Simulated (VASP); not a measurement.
## Rh (a cell with a defect): single point with PBE

The system is Rh (a cell with a defect).

```
Rh
1.0
     0.00000    3.79570    3.79570
     3.79570    0.00000    3.79570
     3.79570    3.79570    0.00000
Rh
7
Direct
  0.00000 0.00000 0.12299
  0.00600 0.51877 0.98756
  0.99400 0.48123 0.51232
  0.51877 0.00600 0.98756
  0.48123 0.99400 0.51232
  0.50000 0.50000 0.00479
  0.50000 0.50000 0.49746
```

```
Program             : VASP 6.6.1
Task                : single point
Functional          : PBE
Potentials or basis : VASP PAW PBE potentials, release 64 (Rh_pv)
Cutoff              : 520 eV
k mesh              : 2 × 2 × 2
Occupations         : fermi-dirac, width 0.1 eV
Spin                : no spin polarisation
```

```yaml
Pressure: -5.4 GPa
Largest_force: 1.509 eV/Å
```

Forces in eV/Å, atoms in the order of the input:
```
Rh  -1.067 -1.067  0.000
Rh   0.132  0.222 -0.163
Rh   0.222  0.132  0.163
Rh   0.222  0.132 -0.163
Rh   0.132  0.222  0.163
Rh   0.179  0.179  0.000
Rh   0.180  0.180  0.000
```

Stress tensor (GPa, compression positive):
```
-7.06  0.64  0.00
 0.64 -7.06  0.00
 0.00  0.00 -2.10
```

Levels at points of the mesh, in eV from the Fermi level:
```csv
k point,band 52,band 53,band 54,band 55,band 56,band 57
"(0.00, 0.00, 0.00)",1.14,1.18,1.20,1.26,1.40,1.54
"(0.50, 0.00, 0.00)",-0.28,0.01,0.41,0.54,1.16,1.20
"(0.00, 0.00, 0.50)",-0.32,-0.12,-0.07,0.53,0.97,1.10
"(0.50, 0.50, 0.00)",-0.45,-0.42,-0.36,0.34,0.39,0.71
"(0.00, 0.50, 0.50)",-0.41,-0.31,-0.07,0.06,0.09,0.21
```

Wall time 46 s on 1 thread of Intel(R) Xeon(R) Platinum 8559C (Emerald Rapids), on a shared host, peak memory 0.24 GiB.

Caveat: the k points lie up to 0.72 Å⁻¹ apart.
